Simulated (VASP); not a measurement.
# CrO2 (P-3m1) in VASP: further runs

The runs below take CrO2 through single point, with PBE.

Program: VASP 6.6.1. These are calculated values, not measurements. Logs are shortened: lines on timing, memory, paths and dates and some standing lists are left out, and cuts for length are marked.

**1. The cell of the first run**

It takes space group P-3m1 (No. 164, trigonal). Conventional cell: a = 2.894 Å, b = 2.894 Å, c = 5.343 Å, α = 90.00°, β = 90.00°, γ = 120.00°. Within 2.5 Å of Cr (site symmetry -3m) lie 6 O at 1.92 Å. O (site symmetry 3m) has 3 Cr at 1.92 Å and 3 O at 2.53 Å within 2.6 Å.

**2. Single point, PBE, collinear spin, antiferromagnetic start**

The input, INCAR:

```
SYSTEM = CrO2
PREC = Accurate
ENCUT = 600
EDIFF = 1E-6
ISMEAR = 0
SIGMA = 0.1
LREAL = .FALSE.
LASPH = .TRUE.
NELM = 200
ALGO = Normal
ISIF = 2
LWAVE = .FALSE.
LCHARG = .FALSE.
ISPIN = 2
MAGMOM = 3 -3 0 0 0 0
LORBIT = 11
LMAXMIX = 4
GGA = PE
NBANDS = 37
GGA_COMPAT = .FALSE.
KPAR = 4
```

The input, KPOINTS:

```
Automatic mesh
0
G
  18 18 4
  0 0 0
```

The input, POSCAR:

```
CrO2
1.0
    2.8937217999      0.0000000000      0.0000000000
   -1.4468609000      2.5060365902      0.0000000000
    0.0000000000      0.0000000000     10.6862546468
Cr O
2 4
Direct
    1.0000000000      0.0000000000      1.0000000000
    1.0000000000      0.0000000000      0.5000000000
    0.3333333333      0.6666666667      0.0887134882
    0.6666666667      0.3333333333      0.4112865118
    0.3333333333      0.6666666667      0.5887134882
    0.6666666667      0.3333333333      0.9112865118
```

Potentials or basis: VASP PAW PBE potentials, release 64 (Cr_pv, O).

Started as:

```
> cat potpaw_PBE.64/Cr_pv/POTCAR potpaw_PBE.64/O/POTCAR > POTCAR
> mpirun -np 4 vasp_std > vasp.out
```

OUTCAR:

```text
SYSTEM = CrO2
   PREC = Accurate
   ENCUT = 600
   EDIFF = 1E-6
   ISMEAR = 0
   LREAL = .FALSE.
   LASPH = .TRUE.
   NELM = 200
   ISIF = 2
   ISPIN = 2
   LORBIT = 11
   GGA = PE

 ion  position               nearest neighbor table
   1  0.000  0.000  0.000-   3 1.92   6 1.92   6 1.92   3 1.92   6 1.92   3 1.92
   2  0.000  0.000  0.500-   4 1.92   5 1.92   4 1.92   5 1.92   4 1.92   5 1.92
   3  0.333  0.667  0.089-   1 1.92   1 1.92   1 1.92
   4  0.667  0.333  0.411-   2 1.92   2 1.92   2 1.92
   5  0.333  0.667  0.589-   2 1.92   2 1.92   2 1.92
   6  0.667  0.333  0.911-   1 1.92   1 1.92   1 1.92

  LATTYP: Found a hexagonal cell.
 ALAT       =     2.8937217999
 C/A-ratio  =     3.6929101641

  Lattice vectors:

 A1 = (   2.8937217999,   0.0000000000,   0.0000000000)
 A2 = (  -1.4468609000,   2.5060365902,   0.0000000000)
 A3 = (   0.0000000000,   0.0000000000,  10.6862546468)

Analysis of symmetry for initial positions (statically):
=====================================================================
 Subroutine PRICEL returns following result:

  LATTYP: Found a hexagonal cell.
 ALAT       =     2.8937217999
 C/A-ratio  =     1.8464550820
[... 12 lines left out ...]
 Subroutine GETGRP returns: Found 12 space group operations
 (whereof 12 operations were pure point group operations)
 out of a pool of 24 trial point group operations.

The static configuration has the point symmetry D_3d.

Analysis of symmetry for dynamics (positions and initial velocities):
=====================================================================
 Subroutine PRICEL returns following result:

  LATTYP: Found a hexagonal cell.
 ALAT       =     2.8937217999
 C/A-ratio  =     1.8464550820
[... 12 lines left out ...]
 Subroutine GETGRP returns: Found 12 space group operations
 (whereof 12 operations were pure point group operations)
 out of a pool of 24 trial point group operations.

The dynamic configuration has the point symmetry D_3d.

Analysis of structural, dynamic, and magnetic symmetry:
=====================================================================
 Subroutine PRICEL returns following result:

  LATTYP: Found a hexagonal cell.
 ALAT       =     2.8937217999
 C/A-ratio  =     1.8464550820
[... 12 lines left out ...]
 Subroutine GETGRP returns: Found 12 space group operations
 (whereof 12 operations were pure point group operations)
 out of a pool of 24 trial point group operations.

The overall configuration has the point symmetry D_3d.

 Subroutine INISYM returns: Found 12 space group operations
 (whereof 12 operations are pure point group operations),
 and found     2 'primitive' translations

----------------------------------------------------------------------------------------

[... 138 lines left out ...]
  ext. energy  EPLUGINS =         0.00000000
  ---------------------------------------------------
  free energy    TOTEN  =       -49.40684549 eV

  energy without entropy =      -49.38837544  energy(sigma->0) =      -49.39761047

 E-fermi :   2.1710     XC(G=0):  -9.6338

 val. band max:        2.1643949707   @ k =  -0.2778  -0.3889   0.2500
 cond. band min:       2.1721175988   @ k =   0.0000   0.3889   0.2500
 fundamental gap:      0.0077226281
 Fermi energy:         2.1709709078

 spin component 1

 k-point     1 :       0.0000    0.0000    0.0000
  band No.  band energies     occupation
      1     -42.5862      1.00000
      2     -42.4885      1.00000
      3     -42.4885      1.00000
      4     -40.3368      1.00000
      5     -40.3029      1.00000
      6     -40.3029      1.00000
[... 925 lines left out ...]
     35      12.9061      0.00000
     36      13.2365      0.00000

 [... further k-points ...]

 spin component 2

 k-point     1 :       0.0000    0.0000    0.0000
  band No.  band energies     occupation
      1     -42.5862      1.00000
      2     -42.4885      1.00000
      3     -42.4885      1.00000
      4     -40.3368      1.00000
      5     -40.3029      1.00000
      6     -40.3029      1.00000
[... 925 lines left out ...]
     35      12.9061      0.00000
     36      13.2365      0.00000

 [... further k-points ...]

 [bands above 36 left out]

------------------------ aborting loop because EDIFF is reached ----------------------------------------

  FORCE on cell =-STRESS in cart. coord.  units (eV):
  Direction    XX          YY          ZZ          XY          YZ          ZX
  --------------------------------------------------------------------------------------
  -------------------------------------------------------------------------------------
  Total        0.2872791      0.2872791      0.0737871     -0.0000000      0.0000000      0.0000000
  in kB        5.9394329      5.9394329      1.5255313     -0.0000000      0.0000000      0.0000000
  external PRESSURE =       4.4681324 kB  Pullay stress =       0.0000000 kB

 VOLUME and BASIS-vectors are now :
 -----------------------------------------------------------------------------
  energy-cutoff  :      600.00
  volume of cell :       77.49
      direct lattice vectors                 reciprocal lattice vectors
     2.893721800  0.000000000  0.000000000     0.345575722  0.199518236  0.000000000
    -1.446860900  2.506036590  0.000000000     0.000000000  0.399036472  0.000000000
     0.000000000  0.000000000 10.686254647     0.000000000  0.000000000  0.093578156

 POSITION                                       TOTAL-FORCE (eV/Angst)
 -----------------------------------------------------------------------------------
      0.00000      0.00000      0.00000         0.000000      0.000000      0.000000
      0.00000      0.00000      5.34313         0.000000      0.000000      0.000000
     -0.00000      1.67069      0.94801         0.000000     -0.000000      0.062723
      1.44686      0.83535      4.39511        -0.000000     -0.000000     -0.062723
     -0.00000      1.67069      6.29114        -0.000000      0.000000      0.062723
      1.44686      0.83535      9.73824         0.000000     -0.000000     -0.062723
 -----------------------------------------------------------------------------------
    total drift:                                0.000000     -0.000000      0.000000

  FREE ENERGIE OF THE ION-ELECTRON SYSTEM (eV)
  ---------------------------------------------------
  free  energy   TOTEN  =       -49.4068454882 eV

  energy  without entropy=      -49.3883754450  energy(sigma->0) =      -49.39761047

 total charge

# of ion       s       p       d       tot
------------------------------------------
    1        0.358   6.446   4.061  10.865
    2        0.358   6.446   4.061  10.865
    3        1.577   3.423   0.000   5.000
    4        1.577   3.423   0.000   5.000
    5        1.577   3.423   0.000   5.000
    6        1.577   3.423   0.000   5.000
--------------------------------------------------
tot          7.024  26.584   8.123  41.731

 magnetization (x)

# of ion       s       p       d       tot
------------------------------------------
    1        0.028   0.020   2.026   2.073
    2       -0.028  -0.020  -2.026  -2.073
    3        0.000  -0.060   0.000  -0.060
    4       -0.000   0.060   0.000   0.060
    5       -0.000   0.060   0.000   0.060
    6        0.000  -0.060   0.000  -0.060
--------------------------------------------------
tot          0.000   0.000   0.000   0.000
```

It took 2.4 min on 4 MPI ranks of Intel Xeon 6975P-C (Granite Rapids), shared host; peak memory 0.73 GiB.

Results:

- Free energy: -49.4068 eV
- Pressure: 0.4 GPa
- Largest force: 0.063 eV/Å
- Band gap on the k mesh: zero (filled and empty bands overlap)
- Net moment: 0.00 μB per cell
- Site moments: Cr +2.07, -2.07; O -0.06, +0.06 (each value once) μB
- Valence electrons inside the program's atomic spheres: Cr 10.87; O 5.00

Forces on the atoms (eV/Å):
```
Cr   0.000  0.000  0.000
Cr   0.000  0.000  0.000
O    0.000  0.000  0.063
O    0.000  0.000 -0.063
O    0.000  0.000  0.063
O    0.000  0.000 -0.063
```

Stress tensor (GPa, compression positive):
```
0.59 0.00 0.00
0.00 0.59 0.00
0.00 0.00 0.15
```

Caveat: semilocal functionals often make such compounds metallic where correlation or magnetic order opens a gap, which also shifts bond lengths.

**3. Single point, PBE, collinear spin, ferromagnetic start**

This run uses another cell than the first one: it holds 3 atoms, not 6.

The input, INCAR:

```
PREC = Accurate
ENCUT = 520
EDIFF = 1E-6
ISMEAR = 0
SIGMA = 0.1
LREAL = F
LASPH = T
NELM = 150
ALGO = Normal
ISIF = 2
LWAVE = F
LCHARG = F
ISPIN = 2
MAGMOM = 3 0 0
LORBIT = 11
LMAXMIX = 4
GGA = PE
NBANDS = 23
```

The input, KPOINTS:

```
regular mesh
0
Gamma
  6 6 4
```

The input, POSCAR:

```
CrO2
1.0
    2.8314000000      0.0000000000      0.0000000000
   -1.4157000000      2.4520643283      0.0000000000
    0.0000000000      0.0000000000      4.5443900107
Cr O
1 2
Direct
    0.0000000000      0.0000000000      0.0000000000
    0.3333333333      0.6666666667      0.2458404764
    0.6666666667      0.3333333333      0.7541595236
```

Potentials or basis: VASP PAW PBE potentials, release 64 (Cr_pv, O).

Started as:

```
> cat potpaw_PBE.64/Cr_pv/POTCAR potpaw_PBE.64/O/POTCAR > POTCAR
> mpirun -np 1 vasp_std > vasp.out
```

It took 61 s on 1 thread of Intel Xeon 8259CL, shared host; peak memory 0.18 GiB.

Results (log left out):

| Property | Result |
| --- | --- |
| Free energy | -24.2739 eV |
| Pressure | -10.8 GPa |
| Largest force | 2.447 eV/Å |
| Band gap on the k mesh | zero (filled and empty bands overlap) |
| Net moment | 2.00 μB per cell |
| Site moments | Cr +2.05; O -0.06 μB |
| Valence electrons inside the program's atomic spheres | Cr 10.74; O 4.94 |

Forces on the atoms (eV/Å):
```
Cr   0.000  0.000  0.000
O    0.000  0.000 -2.447
O    0.000  0.000  2.447
```

Stress tensor (GPa, compression positive):
```
 -4.88   0.00   0.00
  0.00  -4.88   0.00
  0.00   0.00 -22.57
```

Levels at points of the mesh, in eV from the Fermi level:
Spin up:
```tsv
k point	band 11	band 12	band 13	band 14	band 15	band 16
(0.00, 0.00, 0.00)	-1.23	-1.23	-0.98	-0.06	2.84	2.84
(0.50, 0.00, 0.00)	-2.44	-1.08	-0.39	0.19	2.86	3.04
(0.00, 0.00, 0.50)	-1.36	-1.31	-1.31	0.38	2.97	2.97
(0.50, 0.00, 0.50)	-1.84	-1.28	-0.39	0.14	2.85	2.91
```
Spin down:
```csv
k point,band 9,band 10,band 11,band 12,band 13,band 14
"(0.00, 0.00, 0.00)",-1.32,-1.32,-1.08,1.12,1.12,1.76
"(0.50, 0.00, 0.00)",-3.62,-2.95,-2.47,0.71,2.18,2.38
"(0.00, 0.00, 0.50)",-3.03,-1.44,-1.44,1.10,1.10,2.03
"(0.50, 0.00, 0.50)",-3.46,-2.20,-1.88,0.63,2.17,2.34
```

Caveat: the k points lie up to 0.43 Å⁻¹ apart; an empty level that is flat over the whole mesh can mark a ghost state of the potentials, or a narrow d or f band; a cell with one magnetic atom can't hold antiferromagnetic order, which such compounds often take; semilocal functionals often make such compounds metallic where correlation or magnetic order opens a gap, which also shifts bond lengths; forces of over 1 eV/Å act on the atoms, so gaps and moduli don't describe the material at rest. With open d or f shells a metallic result of PBE can be an artefact of self-interaction; +U or a hybrid may open a gap.

**4. Single point, PBE**

This run uses another cell than the first one: it holds 3 atoms, not 6.

The input, INCAR:

```
PREC = Accurate
ENCUT = 520
EDIFF = 1E-6
ISMEAR = 0
SIGMA = 0.1
LREAL = F
LASPH = T
NELM = 60
ALGO = Normal
ISIF = 2
LWAVE = F
LCHARG = T
GGA = PE
LELF = T
LVHAR = T
NBANDS = 19
```

The input, KPOINTS:

```
Automatic mesh
0
Gamma
  18 18 8
```

The input, POSCAR:

```
CrO2
1.0
    2.8937217999      0.0000000000      0.0000000000
   -1.4468609000      2.5060365902      0.0000000000
    0.0000000000      0.0000000000      5.3431273234
Cr O
1 2
Direct
    0.0000000000      0.0000000000      0.0000000000
    0.3333333333      0.6666666667      0.1774269764
    0.6666666667      0.3333333333      0.8225730236
```

Potentials or basis: VASP PAW PBE potentials, release 64 (Cr_pv, O).

Started as:

```
> cat potpaw_PBE.64/Cr_pv/POTCAR potpaw_PBE.64/O/POTCAR > POTCAR
> mpirun -np 1 vasp_std > vasp.out
```

OUTCAR:

```text
PREC = Accurate
   ENCUT = 520
   EDIFF = 1E-6
   ISMEAR = 0
   LREAL = F
   LASPH = T
   NELM = 60
   ISIF = 2
   GGA = PE

 ion  position               nearest neighbor table
   1  0.000  0.000  0.000-   2 1.92   3 1.92   3 1.92   2 1.92   3 1.92   2 1.92
   2  0.333  0.667  0.177-   1 1.92   1 1.92   1 1.92
   3  0.667  0.333  0.823-   1 1.92   1 1.92   1 1.92

  LATTYP: Found a hexagonal cell.
 ALAT       =     2.8937217999
 C/A-ratio  =     1.8464550820

  Lattice vectors:

 A1 = (   2.8937217999,   0.0000000000,   0.0000000000)
 A2 = (  -1.4468609000,   2.5060365902,   0.0000000000)
 A3 = (   0.0000000000,   0.0000000000,   5.3431273234)

Analysis of symmetry for initial positions (statically):
=====================================================================
 Subroutine PRICEL returns:
 Original cell was already a primitive cell.

 Routine SETGRP: Setting up the symmetry group for a
 hexagonal supercell.

[... 164 lines left out ...]
  ---------------------------------------------------
  free energy    TOTEN  =       -23.99568130 eV

  energy without entropy =      -23.95646723  energy(sigma->0) =      -23.97607427

 E-fermi :   2.5770     XC(G=0):  -9.6566

 val. band max:        2.5768699282   @ k =   0.2222   0.1667   0.1250
 cond. band min:       2.5771178764   @ k =   0.4444   0.0556   0.0000
 fundamental gap:      0.0002479483
 Fermi energy:         2.5770190517

 k-point     1 :       0.0000    0.0000    0.0000
  band No.  band energies     occupation
      1     -41.6892      2.00000
      2     -41.6892      2.00000
      3     -41.3990      2.00000
      4     -17.4513      2.00000
      5     -15.3860      2.00000
      6      -3.5196      2.00000
[... 505 lines left out ...]
      6      -4.1358      2.00000
[... 11 lines left out ...]
     18      13.2122      0.00000
     19      14.7996      0.00000

 [... further k-points ...]

------------------------ aborting loop because EDIFF is reached ----------------------------------------

  FORCE on cell =-STRESS in cart. coord.  units (eV):
  Direction    XX          YY          ZZ          XY          YZ          ZX
  --------------------------------------------------------------------------------------
  -------------------------------------------------------------------------------------
  Total       -1.5700292     -1.5700292      0.5353728      0.0000000      0.0000000     -0.0000000
  in kB      -64.9200134    -64.9200134     22.1374282      0.0000000      0.0000000     -0.0000000
  external PRESSURE =     -35.9008662 kB  Pullay stress =       0.0000000 kB

 VOLUME and BASIS-vectors are now :
 -----------------------------------------------------------------------------
  energy-cutoff  :      520.00
  volume of cell :       38.75
      direct lattice vectors                 reciprocal lattice vectors
     2.893721800  0.000000000  0.000000000     0.345575722  0.199518236  0.000000000
    -1.446860900  2.506036590  0.000000000     0.000000000  0.399036472  0.000000000
     0.000000000  0.000000000  5.343127323     0.000000000  0.000000000  0.187156311

 POSITION                                       TOTAL-FORCE (eV/Angst)
 -----------------------------------------------------------------------------------
      0.00000      0.00000      0.00000        -0.000000      0.000000      0.000000
     -0.00000      1.67069      0.94801        -0.000000      0.000000      0.315735
      1.44686      0.83535      4.39511         0.000000     -0.000000     -0.315735
 -----------------------------------------------------------------------------------
    total drift:                                0.000000     -0.000000      0.000000

  FREE ENERGIE OF THE ION-ELECTRON SYSTEM (eV)
  ---------------------------------------------------
  free  energy   TOTEN  =       -23.9956812983 eV

  energy  without entropy=      -23.9564672321  energy(sigma->0) =      -23.97607427
```

OSZICAR:

```text
N       E                     dE             d eps       ncg     rms          rms(c)
DAV:   1     0.243975151482E+03    0.24398E+03   -0.13755E+04 10108   0.132E+03
DAV:   2    -0.169014899703E+02   -0.26088E+03   -0.25073E+03 11643   0.377E+02
DAV:   3    -0.322152179256E+02   -0.15314E+02   -0.15172E+02 11335   0.103E+02
DAV:   4    -0.324054938141E+02   -0.19028E+00   -0.18990E+00 12222   0.121E+01
DAV:   5    -0.324078560013E+02   -0.23622E-02   -0.23561E-02 11366   0.134E+00    0.277E+01
DAV:   6    -0.328843437567E+02   -0.47649E+00   -0.13985E+02 12299   0.883E+01    0.379E+01
DAV:   7    -0.256254357924E+02    0.72589E+01   -0.14366E+02 11034   0.943E+01    0.117E+01
DAV:   8    -0.241504577765E+02    0.14750E+01   -0.51374E+00 10951   0.214E+01    0.360E+00
DAV:   9    -0.240058154100E+02    0.14464E+00   -0.60396E-01 11754   0.591E+00    0.122E+00
DAV:  10    -0.239974703897E+02    0.83450E-02   -0.37577E-02 11113   0.149E+00    0.615E-01
DAV:  11    -0.239973299632E+02    0.14043E-03   -0.26832E-02 10924   0.154E+00    0.370E-01
DAV:  12    -0.239956636363E+02    0.16663E-02   -0.79375E-03 10687   0.898E-01    0.141E-01
DAV:  13    -0.239957903237E+02   -0.12669E-03   -0.53002E-04 10240   0.174E-01    0.102E-01
DAV:  14    -0.239956814031E+02    0.10892E-03   -0.52818E-04 10210   0.220E-01    0.836E-03
DAV:  15    -0.239956864195E+02   -0.50163E-05   -0.40593E-05 11809   0.460E-02    0.234E-02
DAV:  16    -0.239956810743E+02    0.53452E-05   -0.23461E-05 10473   0.476E-02    0.323E-03
DAV:  17    -0.239956812983E+02   -0.22399E-06   -0.54004E-07  5465   0.654E-03
   1 F= -.23995681E+02 E0= -.23976074E+02  d E =-.392141E-01
```

stdout:

```text
POSCAR found type information on POSCAR CrO
 POSCAR found :  2 types and       3 ions
 scaLAPACK will be used
 LDA part: xc-table for (Slater+PW92), standard interpolation
 POSCAR, INCAR and KPOINTS ok, starting setup
 FFT: planning ... GRIDC
 FFT: planning ... GRID_SOFT
 FFT: planning ... GRID
 WAVECAR not read
 entering main loop
```

Run time: 3.7 min. Hardware: 1 thread of Intel Xeon 8259CL, shared host; peak memory 0.3 GiB.

What came out:

```yaml
Free_energy: -23.9957 eV
Pressure: -3.6 GPa
Largest_force: 0.316 eV/Å
Band_gap_on_the_k_mesh: zero (bands 12 and 13 overlap by 0.75 eV)
```

Forces in eV/Å, atoms in the order of the input:
```
Cr   0.000  0.000  0.000
O    0.000  0.000  0.316
O    0.000  0.000 -0.316
```

Levels at points of the mesh, in eV from the Fermi level:
```tsv
k point	band 8	band 9	band 10	band 11	band 12	band 13	band 14	band 15	band 16	band 17
(0.00, 0.00, 0.00)	-5.97	-2.34	-2.16	-2.16	-0.68	-0.68	1.13	3.53	3.53	5.80
(0.50, 0.00, 0.00)	-5.02	-4.03	-3.49	-2.84	-0.18	-0.03	0.41	2.92	3.46	5.81
(0.00, 0.00, 0.50)	-5.83	-2.85	-2.16	-2.16	-0.68	-0.68	1.21	3.54	3.54	5.81
(0.50, 0.00, 0.50)	-5.09	-3.99	-3.47	-2.66	-0.20	-0.03	0.40	2.91	3.45	5.81
```

Caveat: the cell stands under tension; an empty level that is flat over the whole mesh can mark a ghost state of the potentials, or a narrow d or f band; the run has no spin polarisation, though such a crystal can be magnetic; semilocal functionals often make such compounds metallic where correlation or magnetic order opens a gap, which also shifts bond lengths. With open d or f shells a metallic result of PBE can be an artefact of self-interaction; +U or a hybrid may open a gap.

(Part 1 of 2 ends here.)
